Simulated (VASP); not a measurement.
# Al in VASP: further runs, part 2 of 2

VASP 6.6.1. The steps go on from the part before.

### Step 3. Single point, PBEsol

INCAR

```
SYSTEM = Al
  PREC = Accurate
  ENCUT = 520
  EDIFF = 1E-6
  ISMEAR = -1
  SIGMA = 0.1
  LREAL = .FALSE.
  LASPH = .TRUE.
  NELM = 80
  ALGO = Normal
  ISIF = 2
  LWAVE = .FALSE.
  LCHARG = .TRUE.
  GGA = PS
  LELF = .TRUE.
  LVHAR = .TRUE.
  NBANDS = 16
```

KPOINTS

```
regular mesh
0
G
  13 9 1
  0 0 0
```

POSCAR

```
Al
1.0
    2.8388187244      0.0000000000      0.0000000000
    0.0000000000      4.0146959412      0.0000000000
    0.0000000000      0.0000000000     21.6776000000
Al
5
Direct
    0.0000000000      0.0000000000      0.3735785802
    0.5000000000      0.5000000000      0.4345880705
    0.0000000000      0.0000000000      0.4999999986
    0.5000000000      0.5000000000      0.5654119312
    0.0000000000      0.0000000000      0.6264214195
```

Potentials or basis: VASP PAW PBE potentials, release 64 (Al).

The run is started by

```
$ cat potpaw_PBE.64/Al/POTCAR > POTCAR
$ mpirun -np 1 vasp_std > vasp.out
```

OUTCAR:

```text
SYSTEM = Al
   PREC = Accurate
   ENCUT = 520
   EDIFF = 1E-6
   ISMEAR = -1
   LREAL = .FALSE.
   LASPH = .TRUE.
   NELM = 80
   ISIF = 2
   GGA = PS

 ion  position               nearest neighbor table
   1  0.000  0.000  0.374-   3 2.74   2 2.79   2 2.79   2 2.79   2 2.79
   2  0.500  0.500  0.435-   1 2.79   1 2.79   1 2.79   1 2.79   4 2.84   3 2.84   3 2.84   3 2.84
                             3 2.84
   3  0.000  0.000  0.500-   1 2.74   5 2.74   2 2.84   2 2.84   2 2.84   2 2.84   4 2.84   4 2.84
                             4 2.84   4 2.84
   4  0.500  0.500  0.565-   5 2.79   5 2.79   5 2.79   5 2.79   2 2.84   3 2.84   3 2.84   3 2.84
                             3 2.84
   5  0.000  0.000  0.626-   3 2.74   4 2.79   4 2.79   4 2.79   4 2.79

  LATTYP: Found a simple orthorhombic cell.
 ALAT       =     2.8388187244
 B/A-ratio  =     1.4142135624
 C/A-ratio  =     7.6361339362

  Lattice vectors:

 A1 = (   2.8388187244,   0.0000000000,   0.0000000000)
 A2 = (   0.0000000000,   4.0146959412,   0.0000000000)
 A3 = (   0.0000000000,   0.0000000000,  21.6776000000)

Analysis of symmetry for initial positions (statically):
=====================================================================
 Subroutine PRICEL returns:
 Original cell was already a primitive cell.

 Routine SETGRP: Setting up the symmetry group for a
 simple orthorhombic supercell.

 Subroutine GETGRP returns: Found  8 space group operations
 (whereof  8 operations were pure point group operations)
 out of a pool of  8 trial point group operations.

The static configuration has the point symmetry D_2h.

Analysis of symmetry for dynamics (positions and initial velocities):
=====================================================================
 Subroutine PRICEL returns:
 Original cell was already a primitive cell.

 Routine SETGRP: Setting up the symmetry group for a
 simple orthorhombic supercell.

[... 132 lines left out ...]
  Fermi-wavevector in a.u.,A,eV,Ry     =   0.643435  1.215916  5.632931  0.414009
  Thomas-Fermi vector in A             =   1.710434
   LORBIT       =      0    0 simple, 1 ext, 2 COOP (PROOUT), +10 PAW based schemes
   GGA     = PS    functional components
   LHFCALC =     F    Hartree Fock is set to
   AEXX    =    0.0000 exact exchange contribution
   IVDW    =     0    specifies the selected vdW correction
   LEPSILON=     F    determine dielectric tensor
   LRPA    =     F    only Hartree local field effects (RPA)
 non-spin polarized calculation
  energy-cutoff  :      520.00
  volume of cell :      247.06
 maximum number of plane-waves:      6689
 NGX is ok and might be reduce to    24
   NGX = 11   NGY = 15   NGZ = 81

 number of electron      15.0000000 magnetization

 Free energy of the ion-electron system (eV)
  ---------------------------------------------------
  ext. energy  EPLUGINS =         0.00000000
  ---------------------------------------------------
  free energy    TOTEN  =       -18.88724322 eV

  energy without entropy =      -18.82449834  energy(sigma->0) =      -18.85587078

 E-fermi :   0.0660     XC(G=0):  -4.3010

 val. band max:        0.0544145778   @ k =   0.3077   0.2222   0.0000
 cond. band min:       0.1792720414   @ k =   0.2308   0.2222   0.0000
 fundamental gap:      0.1248574637
 Fermi energy:         0.0659540693

 k-point     1 :       0.0000    0.0000    0.0000
  band No.  band energies     occupation
      1     -10.7568      2.00000
      2      -9.0053      2.00000
      3      -6.2553      2.00000
      4      -3.3620      2.00000
      5      -2.5150      2.00000
      6      -1.0502      1.99997
[... 433 lines left out ...]
      3      -6.3525      2.00000
      4      -4.8497      2.00000
      5      -4.5893      2.00000
      6      -2.0803      2.00000
[... 8 lines left out ...]
     15       5.3551      0.00000
     16       5.6598      0.00000

 [... further k-points ...]

------------------------ aborting loop because EDIFF is reached ----------------------------------------

  FORCE on cell =-STRESS in cart. coord.  units (eV):
  Direction    XX          YY          ZZ          XY          YZ          ZX
  --------------------------------------------------------------------------------------
  -------------------------------------------------------------------------------------
  Total       -1.2972626     -0.4577764     -0.0116399     -0.0000000      0.0000000      0.0000000
  in kB       -8.4127300     -2.9686734     -0.0754844     -0.0000000      0.0000000      0.0000000
  external PRESSURE =      -3.8189626 kB  Pullay stress =       0.0000000 kB

 VOLUME and BASIS-vectors are now :
 -----------------------------------------------------------------------------
  energy-cutoff  :      520.00
  volume of cell :      247.06
      direct lattice vectors                 reciprocal lattice vectors
     2.838818724  0.000000000  0.000000000     0.352259195  0.000000000  0.000000000
     0.000000000  4.014695941  0.000000000     0.000000000  0.249084866  0.000000000
     0.000000000  0.000000000 21.677600000     0.000000000  0.000000000  0.046130568

 POSITION                                       TOTAL-FORCE (eV/Angst)
 -----------------------------------------------------------------------------------
      0.00000      0.00000      8.09829         0.000000      0.000000     -0.001521
      1.41941      2.00735      9.42083         0.000000      0.000000      0.005823
      0.00000      0.00000     10.83880         0.000000      0.000000      0.000000
      1.41941      2.00735     12.25677         0.000000      0.000000     -0.005823
      0.00000      0.00000     13.57931         0.000000      0.000000      0.001521
 -----------------------------------------------------------------------------------
    total drift:                               -0.000000      0.000000     -0.000001

  FREE ENERGIE OF THE ION-ELECTRON SYSTEM (eV)
  ---------------------------------------------------
  free  energy   TOTEN  =       -18.8872432197 eV

  energy  without entropy=      -18.8244983428  energy(sigma->0) =      -18.85587078
```

stdout:

```text
POSCAR found type information on POSCAR Al
 POSCAR found :  1 types and       5 ions
 scaLAPACK will be used
 -----------------------------------------------------------------------------
|                                                                             |
|                                                                             |
|     You enforced a specific xc type in the INCAR file but a different       |
|     I HOPE YOU KNOW WHAT YOU ARE DOING!                                     |
|                                                                             |
 -----------------------------------------------------------------------------

 LDA part: xc-table for (Slater+PW92), standard interpolation
 POSCAR, INCAR and KPOINTS ok, starting setup
 FFT: planning ... GRIDC
 FFT: planning ... GRID_SOFT
 FFT: planning ... GRID
 WAVECAR not read
 entering main loop
```

Wall time 2.9 min (1 thread of Intel Xeon 6975P-C, shared host); peak memory 0.37 GiB.

What came out:

| Quantity | Value |
| --- | --- |
| Free energy | -18.8872 eV |
| Largest force | 0.006 eV/Å |

Forces in eV/Å, atoms in the order of the input:
```
Al   0.000  0.000 -0.002
Al   0.000  0.000  0.006
Al   0.000  0.000  0.000
Al   0.000  0.000 -0.006
Al   0.000  0.000  0.002
```

Levels at points of the mesh, in eV from the Fermi level:
```tsv
k point	band 5	band 6	band 7	band 8	band 9	band 10
(0.00, 0.00, 0.00)	-2.58	-1.12	-0.97	-0.70	0.65	1.76
```

Caveat: the PAW data sets were made with another functional, which shifts forces and pressure a little.
